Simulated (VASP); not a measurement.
LiSi2, 6 atoms in the cell. Symmetry: P6_3/mmc, No. 194, hexagonal system. The conventional cell has a = 4.281 Å, b = 4.281 Å, c = 5.646 Å, α = 90.00°, β = 90.00°, γ = 120.00°. Within 3.6 Å of Li (site symmetry -6m2) lie 12 Si at 2.76 to 2.95 Å and 2 Li at 2.82 Å. Within 3.2 Å of Si (site symmetry 3m) lie 4 Si at 2.44 to 2.50 Å and 6 Li at 2.76 to 2.95 Å. 

* Program: VASP 6.6.1
* Task: density of states
* Functional: PBE
* Potentials or basis: VASP PAW PBE potentials, release 64 (Li_sv, Si)
* Cutoff: 520 eV
* k mesh: 12 × 12 × 8
* Occupations: gaussian, width 0.1 eV
* Spin: no spin polarisation
* Dipole correction: no
* k mesh for the DOS: 18 × 18 × 12
* Occupations for the DOS: tetrahedron
* Further INCAR settings: ALGO = Normal; EDIFF = 1e-06

Potentials or basis: VASP PAW PBE potentials, release 64 (Li_sv, Si).

Launch:

```sh
$ cat potpaw_PBE.64/Li_sv/POTCAR potpaw_PBE.64/Si/POTCAR > POTCAR
$ cp INCAR.step1 INCAR
$ cp KPOINTS.step1 KPOINTS
$ mpirun -np 1 vasp_std > vasp.out
$ cp INCAR.step2 INCAR
$ cp KPOINTS.step2 KPOINTS
$ mpirun -np 1 vasp_std > vasp.out
```

Hardware: 1 thread of Oxide Virtual Turin-like Processor, on a shared host.

**Question.** Estimate the wall time of this run.

**Answer.** Wall time 9.6 min on 1 thread of Oxide Virtual Turin-like Processor, on a shared host, peak memory 0.36 GiB. Counts: k points 259.
